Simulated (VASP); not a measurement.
# CuI (F-43m) in VASP: notebook

CuI is run at these levels: PBEsol; tasks: single point.

Program: VASP 6.6.1. These are calculated values, not measurements. Logs are shortened: lines on timing, memory, paths and dates and some standing lists are left out, and cuts for length are marked.

## Step 1: The cell of the first run

The structure is cubic, space group F-43m (No. 216). Conventional cell: a = 6.063 Å, b = 6.063 Å, c = 6.063 Å, α = 90.00°, β = 90.00°, γ = 90.00°. Within 3.5 Å of Cu (site symmetry -43m) lie 4 I at 2.63 Å. I (site symmetry -43m) has 4 Cu at 2.63 Å within 3.5 Å.

## Step 2: Single point, PBEsol

The input, INCAR:

```
PREC     = Accurate       # precision mode
ENCUT    = 520            # plane-wave cutoff, eV
EDIFF    = 1E-6           # SCF threshold, eV
ISMEAR   = 0              # smearing method
SIGMA    = 0.01           # smearing width, eV
LREAL    = F              # projectors in reciprocal space
LASPH    = T              # aspherical terms in the spheres
NELM     = 80             # most SCF steps
ALGO     = Normal         # electronic algorithm
ISIF     = 2              # what is computed and relaxed
LWAVE    = F              # write WAVECAR
LCHARG   = F              # write CHGCAR
GGA      = PS             # functional
NBANDS   = 16             # bands
```

The input, KPOINTS:

```
Automatic mesh
0
Gamma
  6 6 6
```

The input, POSCAR:

```
CuI
1.0
    4.2871880000      0.0000000000      0.0000000000
    2.1435940000      3.7128137188      0.0000000000
    2.1435940000      1.2376045729      3.5004743438
Cu I
1 1
Direct
    0.2500000000      0.2500000000      0.2500000000
    0.0000000000      0.0000000000      0.0000000000
```

Potentials or basis: VASP PAW PBE potentials, release 64 (Cu, I).

On the command line:

```sh
$ cat potpaw_PBE.64/Cu/POTCAR potpaw_PBE.64/I/POTCAR > POTCAR
$ mpirun -np 1 vasp_std > vasp.out
```

OUTCAR:

```text
PREC = Accurate
   ENCUT = 520
   EDIFF = 1E-6
   ISMEAR = 0
   LREAL = F
   LASPH = T
   NELM = 80
   ISIF = 2
   GGA = PS

 ion  position               nearest neighbor table
   1  0.250  0.250  0.250-   2 2.63   2 2.63   2 2.63   2 2.63
   2  0.000  0.000  0.000-   1 2.63   1 2.63   1 2.63   1 2.63

  LATTYP: Found a face centered cubic cell.
 ALAT       =     6.0629994140

  Lattice vectors:

 A1 = (   4.2871880000,   0.0000000000,   0.0000000000)
 A2 = (   2.1435940000,   3.7128137188,   0.0000000000)
 A3 = (   2.1435940000,   1.2376045729,   3.5004743438)

Analysis of symmetry for initial positions (statically):
=====================================================================
 Subroutine PRICEL returns:
 Original cell was already a primitive cell.

 Routine SETGRP: Setting up the symmetry group for a
 face centered cubic supercell.

 Subroutine GETGRP returns: Found 24 space group operations
 (whereof 24 operations were pure point group operations)
 out of a pool of 48 trial point group operations.

The static configuration has the point symmetry T_d .

Analysis of symmetry for dynamics (positions and initial velocities):
=====================================================================
 Subroutine PRICEL returns:
 Original cell was already a primitive cell.

 Routine SETGRP: Setting up the symmetry group for a
 face centered cubic supercell.

 Subroutine GETGRP returns: Found 24 space group operations
 (whereof 24 operations were pure point group operations)
 out of a pool of 48 trial point group operations.

The dynamic configuration has the point symmetry T_d .

 Subroutine INISYM returns: Found 24 space group operations
 (whereof 24 operations are pure point group operations),
 and found     1 'primitive' translations

----------------------------------------------------------------------------------------

                                     Primitive cell

  volume of cell :      55.7189

  direct lattice vectors                    reciprocal lattice vectors
     4.287188000  0.000000000  0.000000000     0.233253125 -0.134668755 -0.095225190
     2.143594000  3.712813719  0.000000000     0.000000000  0.269337509 -0.095225190
     2.143594000  1.237604573  3.500474344     0.000000000  0.000000000  0.285675569

  length of vectors
     4.287188000  4.287188000  4.287188000     0.285675569  0.285675569  0.285675569

  position of ions in fractional coordinates (direct lattice)
     0.250000000  0.250000000  0.250000000
     0.000000000  0.000000000  0.000000000

  ion indices of the primitive-cell ions
   primitive index   ion index
                 1           1
                 2           2

----------------------------------------------------------------------------------------

 KPOINTS: Automatic mesh

Automatic generation of k-mesh.
 Grid dimensions read from file:
 generate k-points for:    6    6    6

 Generating k-lattice:

  Cartesian coordinates                     Fractional coordinates (reciprocal lattice)
     0.038875521 -0.022444792 -0.015870865     0.166666667  0.000000000  0.000000000
     0.000000000  0.044889585 -0.015870865     0.000000000  0.166666667 -0.000000000
     0.000000000  0.000000000  0.047612595     0.000000000  0.000000000  0.166666667

  Length of vectors
     0.047612595  0.047612595  0.047612595

  Shift w.r.t. Gamma in fractional coordinates (k-lattice)
     0.000000000  0.000000000  0.000000000

 Subroutine IBZKPT returns following result:
 ===========================================

 Found     16 irreducible k-points:

 Following reciprocal coordinates:
            Coordinates               Weight
  0.000000  0.000000  0.000000      1.000000
  0.166667  0.000000 -0.000000      8.000000
  0.333333  0.000000 -0.000000      8.000000
  0.500000 -0.000000 -0.000000      4.000000
  0.166667  0.166667 -0.000000      6.000000
  0.333333  0.166667 -0.000000     24.000000
[... 8 lines left out ...]
 -0.333333  0.333333  0.166667     24.000000
 -0.333333  0.500000  0.166667     12.000000
   k-points           NKPTS =     16   k-points in BZ     NKDIM =     16   number of bands    NBANDS=     16
   number of dos      NEDOS =    301   number of ions     NIONS =      2
   total plane-waves  NPLWV =  32768
   dimension x,y,z NGX =    32 NGY =   32 NGZ =   32
   dimension x,y,z NGXF=    64 NGYF=   64 NGZF=   64
   ions per type =               1   1
   NGX,Y,Z   is equivalent  to a cutoff of  12.41, 12.41, 12.41 a.u.
   NGXF,Y,Z  is equivalent  to a cutoff of  24.82, 24.82, 24.82 a.u.
 SYSTEM =  unknown system
   PREC   = accura    normal or accurate (medium, high low for compatibility)
   ISTART =      0    job   : 0-new  1-cont  2-samecut
   ICHARG =      2    charge: 1-file 2-atom 10-const
   ISPIN  =      1    spin polarized calculation?
   LNONCOLLINEAR =      F non collinear calculations
   LSORBIT =      F    spin-orbit coupling
   LASPH  =      T    aspherical Exc in radial PAW
   ENCUT  =  520.0 eV  38.22 Ry    6.18 a.u.   7.97  7.97  7.97*2*pi/ulx,y,z
   NELM   =     80;   NELMIN=  2; NELMDL= -5     # of ELM steps
   EDIFF  = 0.1E-05   stopping-criterion for ELM
   LREAL  =      F    real-space projection
   EDIFFG = 0.1E-04   stopping-criterion for IOM
   NSW    =      0    number of steps for IOM
   IBRION =     -1    ionic relax: 0-MD 1-quasi-New 2-CG
   NFREE  =      0    steps in history (QN), initial steepest desc. (CG)
   ISIF   =      2    stress and relaxation
   ISYM   =      2    0-nonsym 1-usesym 2-fastsym
   POTIM  = 0.5000    time-step for ionic-motion
   TEBEG  =    0.0;   TEEND  =   0.0 temperature during run
   PSTRESS=    0.0 pullay stress
   NELECT =      18.0000    total number of electrons
   NUPDOWN=      -1.0000    fix difference up-down
   EMIN   =  10.00;   EMAX   =-10.00  energy-range for DOS
   EFERMI =   0.00;   METHOD = LEGACY
   ISMEAR =     0;   SIGMA  =   0.01  broadening in eV -4-tet -1-fermi 0-gaus
   EFERMI_NEDOS =   21; number of points for ismear=-14 and -15
   IALGO  =     38    algorithm
   IMIX   =      4    mixing-type and parameters
     AMIX     =   0.40;   BMIX     =  1.00
     AMIX_MAG =   1.60;   BMIX_MAG =  1.00
  volume/ion in A,a.u.               =      27.86       188.00
  Fermi-wavevector in a.u.,A,eV,Ry     =   1.123306  2.122741 17.168059  1.261817
  Thomas-Fermi vector in A             =   2.259972
   LORBIT       =      0    0 simple, 1 ext, 2 COOP (PROOUT), +10 PAW based schemes
   GGA     = PS    functional components
   LHFCALC =     F    Hartree Fock is set to
   AEXX    =    0.0000 exact exchange contribution
   IVDW    =     0    specifies the selected vdW correction
   LEPSILON=     F    determine dielectric tensor
   LRPA    =     F    only Hartree local field effects (RPA)
 non-spin polarized calculation
 Gauss-broadening in eV      SIGMA  =   0.01
  energy-cutoff  :      520.00
  volume of cell :       55.72
 maximum number of plane-waves:      1524
   NGX = 15   NGY = 15   NGZ = 15

 number of electron      18.0000014 magnetization

 Free energy of the ion-electron system (eV)
  ---------------------------------------------------
  ext. energy  EPLUGINS =         0.00000000
  ---------------------------------------------------
  free energy    TOTEN  =        -6.29198083 eV

  energy without entropy =       -6.29198083  energy(sigma->0) =       -6.29198083

 E-fermi :   4.3818     XC(G=0):  -9.1389

 val. band max:        4.2831295809   @ k =   0.0000   0.0000   0.0000
 cond. band min:       5.3118365046   @ k =   0.0000   0.0000   0.0000
 fundamental gap:      1.0287069237
 Fermi energy:         4.3817626699

 k-point     1 :       0.0000    0.0000    0.0000
  band No.  band energies     occupation
      1      -9.7424      2.00000
      2       0.6390      2.00000
      3       0.6390      2.00000
      4       0.6390      2.00000
      5       2.4078      2.00000
      6       2.4078      2.00000
[... 8 lines left out ...]
     15      13.8580      0.00000
     16      13.8580      0.00000

 k-point     2 :       0.1667    0.0000   -0.0000
  band No.  band energies     occupation
      1      -9.6164      2.00000
      2       0.1278      2.00000
      3       0.6487      2.00000
      4       0.6487      2.00000
      5       2.3987      2.00000
      6       2.3987      2.00000
[... 8 lines left out ...]
     15      12.9814      0.00000
     16      13.2948      0.00000

 k-point     3 :       0.3333    0.0000   -0.0000
  band No.  band energies     occupation
      1      -9.3400      2.00000
      2      -0.8540      2.00000
      3       0.6610      2.00000
      4       0.6610      2.00000
      5       2.4093      2.00000
      6       2.4093      2.00000
[... 8 lines left out ...]
     15      13.4647      0.00000
     16      13.4647      0.00000

 k-point     4 :       0.5000   -0.0000   -0.0000
  band No.  band energies     occupation
      1      -9.1865      2.00000
      2      -1.3253      2.00000
      3       0.6630      2.00000
      4       0.6630      2.00000
      5       2.4355      2.00000
      6       2.4355      2.00000
[... 8 lines left out ...]
     15      15.1324      0.00000
     16      15.1324      0.00000

 k-point     5 :       0.1667    0.1667   -0.0000
  band No.  band energies     occupation
      1      -9.5743      2.00000
      2       0.0765      2.00000
      3       0.6111      2.00000
      4       0.6111      2.00000
      5       2.3542      2.00000
      6       2.4296      2.00000
[... 8 lines left out ...]
     15      14.1340      0.00000
     16      14.2160      0.00000

 k-point     6 :       0.3333    0.1667   -0.0000
  band No.  band energies     occupation
      1      -9.3458      2.00000
      2      -0.6050      2.00000
      3       0.5295      2.00000
      4       0.6039      2.00000
      5       2.3378      2.00000
      6       2.4458      2.00000
[... 8 lines left out ...]
     15      14.3898      0.00000
     16      14.6846      0.00000

 k-point     7 :       0.5000    0.1667   -0.0000
  band No.  band energies     occupation
      1      -9.1427      2.00000
      2      -1.1288      2.00000
      3       0.3312      2.00000
      4       0.6320      2.00000
      5       2.3709      2.00000
      6       2.4413      2.00000
[... 8 lines left out ...]
     15      14.8776      0.00000
     16      15.1823      0.00000

 k-point     8 :      -0.3333    0.1667    0.0000
  band No.  band energies     occupation
      1      -9.1943      2.00000
      2      -0.9757      2.00000
      3       0.2659      2.00000
      4       0.6751      2.00000
      5       2.3839      2.00000
      6       2.4115      2.00000
[... 8 lines left out ...]
     15      14.0363      0.00000
     16      15.2866      0.00000

 k-point     9 :      -0.1667    0.1667    0.0000
  band No.  band energies     occupation
      1      -9.4383      2.00000
      2      -0.3596      2.00000
      3       0.4631      2.00000
      4       0.6845      2.00000
      5       2.3636      2.00000
      6       2.4264      2.00000
[... 8 lines left out ...]
     15      13.6737      0.00000
     16      14.7843      0.00000

 k-point    10 :       0.3333    0.3333   -0.0000
  band No.  band energies     occupation
      1      -9.2045      2.00000
      2      -0.8768      2.00000
      3       0.5576      2.00000
      4       0.5576      2.00000
      5       2.2833      2.00000
      6       2.4731      2.00000
[... 8 lines left out ...]
     15      14.9082      0.00000
     16      17.3344      0.00000

 k-point    11 :       0.5000    0.3333   -0.0000
  band No.  band energies     occupation
      1      -9.0488      2.00000
      2      -1.0926      2.00000
      3       0.2263      2.00000
      4       0.5666      2.00000
      5       2.3194      2.00000
      6       2.4650      2.00000
[... 8 lines left out ...]
     15      15.4372      0.00000
     16      16.4585      0.00000

 k-point    12 :      -0.3333    0.3333    0.0000
  band No.  band energies     occupation
      1      -9.0446      2.00000
      2      -0.8582      2.00000
      3      -0.2858      2.00000
      4       0.6269      2.00000
      5       2.2875      2.00000
      6       2.4065      2.00000
[... 8 lines left out ...]
     15      13.5561      0.00000
     16      17.4586      0.00000

 k-point    13 :       0.5000    0.5000   -0.0000
  band No.  band energies     occupation
      1      -8.9983      2.00000
      2      -1.3043      2.00000
      3       0.5322      2.00000
      4       0.5322      2.00000
      5       2.3773      2.00000
      6       2.4629      2.00000
[... 8 lines left out ...]
     15      15.5797      0.00000
     16      16.2759      0.00000

 k-point    14 :       0.5000    0.3333    0.1667
  band No.  band energies     occupation
      1      -9.1494      2.00000
      2      -0.8705      2.00000
      3       0.1541      2.00000
      4       0.5948      2.00000
      5       2.3452      2.00000
      6       2.4246      2.00000
[... 8 lines left out ...]
     15      15.1699      0.00000
     16      16.2978      0.00000

 k-point    15 :      -0.3333    0.3333    0.1667
  band No.  band energies     occupation
      1      -9.0446      2.00000
      2      -0.9199      2.00000
      3      -0.1442      2.00000
      4       0.5542      2.00000
      5       2.3142      2.00000
      6       2.4085      2.00000
[... 8 lines left out ...]
     15      15.3190      0.00000
     16      16.0485      0.00000

 k-point    16 :      -0.3333    0.5000    0.1667
  band No.  band energies     occupation
      1      -8.9954      2.00000
      2      -1.0161      2.00000
      3      -0.0018      2.00000
      4       0.4607      2.00000
      5       2.3600      2.00000
      6       2.3615      2.00000
[... 8 lines left out ...]
     15      15.7995      0.00000
     16      16.2401      0.00000

------------------------ aborting loop because EDIFF is reached ----------------------------------------

  FORCE on cell =-STRESS in cart. coord.  units (eV):
  Direction    XX          YY          ZZ          XY          YZ          ZX
  --------------------------------------------------------------------------------------
  -------------------------------------------------------------------------------------
  Total       -0.7434594     -0.7434594     -0.7434594      0.0000000      0.0000000      0.0000000
  in kB      -21.3779102    -21.3779102    -21.3779102      0.0000000      0.0000000      0.0000000
  external PRESSURE =     -21.3779102 kB  Pullay stress =       0.0000000 kB

 VOLUME and BASIS-vectors are now :
 -----------------------------------------------------------------------------
  energy-cutoff  :      520.00
  volume of cell :       55.72
      direct lattice vectors                 reciprocal lattice vectors
     4.287188000  0.000000000  0.000000000     0.233253125 -0.134668755 -0.095225190
     2.143594000  3.712813719  0.000000000     0.000000000  0.269337509 -0.095225190
     2.143594000  1.237604573  3.500474344     0.000000000  0.000000000  0.285675569

 POSITION                                       TOTAL-FORCE (eV/Angst)
 -----------------------------------------------------------------------------------
      2.14359      1.23760      0.87512         0.000000      0.000000      0.000000
      0.00000      0.00000      0.00000        -0.000000     -0.000000     -0.000000
 -----------------------------------------------------------------------------------
    total drift:                               -0.000000     -0.000000      0.000000

  FREE ENERGIE OF THE ION-ELECTRON SYSTEM (eV)
  ---------------------------------------------------
  free  energy   TOTEN  =        -6.2919808316 eV

  energy  without entropy=       -6.2919808316  energy(sigma->0) =       -6.29198083
```

Run time: 17 s. Hardware: 1 thread of AMD EPYC 7R13, shared host; peak memory 0.15 GiB.

Results:

| Item | Value |
| --- | --- |
| Free energy | -6.2920 eV |
| Pressure | -2.1 GPa |
| Band gap on the k mesh | 1.03 eV |

Levels at points of the mesh, in eV from the valence-band top:
| k point | band 6 | band 7 | band 8 | band 9 | band 10 | band 11 | band 12 | band 13 |
| --- | --- | --- | --- | --- | --- | --- | --- | --- |
| (0.00, 0.00, 0.00) | -1.88 | 0.00 | 0.00 | 0.00 | 1.03 | 4.83 | 4.83 | 4.83 |
| (0.50, 0.00, 0.00) | -1.85 | -1.80 | -0.72 | -0.72 | 2.08 | 5.36 | 5.36 | 7.25 |
| (0.50, 0.50, 0.00) | -1.82 | -1.79 | -1.52 | -1.52 | 2.60 | 2.85 | 9.08 | 9.71 |

Caveat: the PAW data sets were made with another functional, which shifts forces and pressure a little; spin-orbit coupling is left out, which moves the levels of the heavy elements.

## Step 3: Single point, PBEsol, non-collinear spin, zero start, spin-orbit coupling

The input, INCAR:

```
SYSTEM = CuI
ALGO = Normal
EDIFF = 1E-6
ENCUT = 520
GGA = PS
GGA_COMPAT = .FALSE.
ISIF = 2
ISMEAR = 0
LASPH = .TRUE.
LCHARG = .FALSE.
LMAXMIX = 4
LORBIT = 11
LORBMOM = .TRUE.
LREAL = .FALSE.
LSORBIT = .TRUE.
LWAVE = .FALSE.
MAGMOM = 0 0 0 0 0 0
NBANDS = 30
NELM = 150
PREC = Accurate
SIGMA = 0.01
```

The input, KPOINTS:

```
k-points
0
G
  6 6 6
  0 0 0
```

POSCAR is that of step 2.

Potentials or basis: VASP PAW PBE potentials, release 64 (Cu, I).

On the command line:

```sh
$ cat potpaw_PBE.64/Cu/POTCAR potpaw_PBE.64/I/POTCAR > POTCAR
$ mpirun -np 1 vasp_ncl > vasp.out
```

It took 1.7 min on 1 thread of AMD EPYC 7R13, shared host; peak memory 0.3 GiB.

Results (log left out):

| Item | Value |
| --- | --- |
| Free energy | -6.4236 eV |
| Pressure | -2.4 GPa |
| Net moment | 0.00 μB per cell |
| Valence electrons inside the program's atomic spheres | Cu 9.92; I 4.29 |

Moments on the atoms (μB; x, y, z):
```
Cu  0.00 0.00 0.00
I   0.00 0.00 0.00
```

Caveat: the PAW data sets were made with another functional, which shifts forces and pressure a little.
